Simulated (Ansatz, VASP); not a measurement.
**Ta in VASP and in Ansatz**

```
CELL_PARAMETERS angstrom
2.84116 0.00000 0.00000
-0.94705 2.67867 0.00000
0.00000 0.00000 25.27920
ATOMIC_POSITIONS crystal
Ta 0.00000 0.00000 0.32055
Ta 0.50000 0.50000 0.40842
Ta 0.00000 0.00000 0.50000
Ta 0.50000 0.50000 0.59158
Ta 0.00000 0.00000 0.67945
```

Alike in both runs: task single point; functional PBEsol; k mesh 15 × 15 × 1; occupations fermi-dirac, width 0.05 eV; no spin polarisation.

|  | VASP | Ansatz |
| --- | --- | --- |
| version | VASP 6.6.1 | Ansatz 0.2.0 |
| potentials or method | VASP PAW PBE potentials, release 64 (Ta_pv) | PAW with Ansatz's default frozen-core files, scalar-relativistic |
| plane-wave cutoff (eV) | 520 | 420 |
| valence electrons in the cell | 55 | 65 |

```tsv
	VASP	Ansatz	Ansatz less VASP
rms of the force components (eV/Å)	0.004	0.001	-0.0028
```

VASP's potentials were made for PBE, not for PBEsol. Atom by atom the forces differ by 0.004 eV/Å (rms over components). The functional is the same, so the differences come from potentials, cutoffs and numerics. VASP's potentials hold 55 valence electrons a cell and Ansatz's 65, so a difference there can come from the potentials and not from the codes. Ansatz's warnings: xc potential rough in thin density.

Spin-orbit coupling is off throughout.
